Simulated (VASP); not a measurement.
Ti2CuSb3, 6 atoms in the cell. Symmetry: P-4m2, No. 115, tetragonal system. Conventional cell: a = 3.785 Å, b = 3.785 Å, c = 8.257 Å, α = 90.00°, β = 90.00°, γ = 90.00°. Within 3.8 Å of Ti (site symmetry 2mm) lie 7 Sb at 2.83 to 3.00 Å and 2 Cu at 2.88 Å and 4 Ti at 3.78 Å. Within 3.8 Å of Cu (site symmetry -4m2) lie 8 Sb at 2.68 to 3.63 Å and 4 Ti at 2.88 Å and 4 Cu at 3.78 Å. Within 3.8 Å of Sb (site symmetry 2mm) lie 5 Ti at 2.83 to 3.00 Å and 10 Sb at 3.38 to 3.78 Å and 2 Cu at 3.63 Å. Sb (site symmetry -4m2) has 4 Cu at 2.68 Å and 4 Ti at 2.88 Å and 8 Sb at 3.63 to 3.78 Å within 3.8 Å. 

| Property | Result |
| --- | --- |
| Program | VASP 6.6.1 |
| Task | single point |
| Functional | PBEsol |
| Potentials or basis | VASP PAW PBE potentials, release 64 (Ti_sv, Cu, Sb) |
| Cutoff | 520 eV |
| k mesh | 10 × 10 × 6 |
| Occupations | gaussian, width 0.1 eV |
| Spin | no spin polarisation |
| Dipole correction | no |
| Further INCAR settings | ALGO = Normal; EDIFF = 1e-06; NBANDS = 34 |

Potentials or basis: VASP PAW PBE potentials, release 64 (Ti_sv, Cu, Sb).

Launch:

```bash
$ cat potpaw_PBE.64/Ti_sv/POTCAR potpaw_PBE.64/Cu/POTCAR potpaw_PBE.64/Sb/POTCAR > POTCAR
$ mpirun -np 1 vasp_std > vasp.out
```

Hardware: 1 thread of Intel(R) Xeon(R) 6975P-C (Granite Rapids), on a shared host.

Estimate the wall time of this run.

Run time: 3 min on 1 thread of Intel(R) Xeon(R) 6975P-C (Granite Rapids), with other jobs on the host, peak memory 0.45 GiB. Counts: scf iterations 16, k points 84.
